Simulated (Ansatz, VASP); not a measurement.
## One calculation of CdH2O2, two programs

```xyz
5
Lattice="3.0297 -1.7510 0.1373 3.0297 1.7510 0.1373 -0.2070 0.0000 4.5644" Properties=species:S:1:pos:R:3 pbc="T T T"
Cd    3.0297    1.5295    0.1373
H     1.9066   -0.2214    2.5877
H     3.9458   -0.2214    2.2513
O     1.8628   -0.2214    3.5523
O     3.9896   -0.2214    1.2867
```

Alike in both runs: task single point; functional PBEsol; k mesh 6 × 6 × 4; no spin polarisation.

|  | VASP | Ansatz |
| --- | --- | --- |
| version | VASP 6.6.1 | Ansatz 0.2.0 |
| potentials or method | VASP PAW PBE potentials, release 64 (Cd_sv_GW, H, O) | plane waves, PAW |
| plane-wave cutoff (eV) | 600 | 420 |
| occupations | gaussian, width 0.01 eV | fixed |
| valence electrons in the cell | 34 | 34 |

|  | VASP | Ansatz | Ansatz less VASP |
| --- | --- | --- | --- |
| gap on the k mesh at the Fermi level (eV) | 1.63 | 1.64 | +0.003 |
| pressure (GPa) | 0.9 | 1.2 | +0.31 |
| traceless stress, the component that is largest in VASP (GPa) | 2.99 | 2.39 | -0.606 |
| rms of the force components (eV/Å) | 0.386 | 0.316 | -0.0703 |

VASP's potentials were made for PBE, not for PBEsol. Atom by atom the forces differ by 0.071 eV/Å (rms over components).
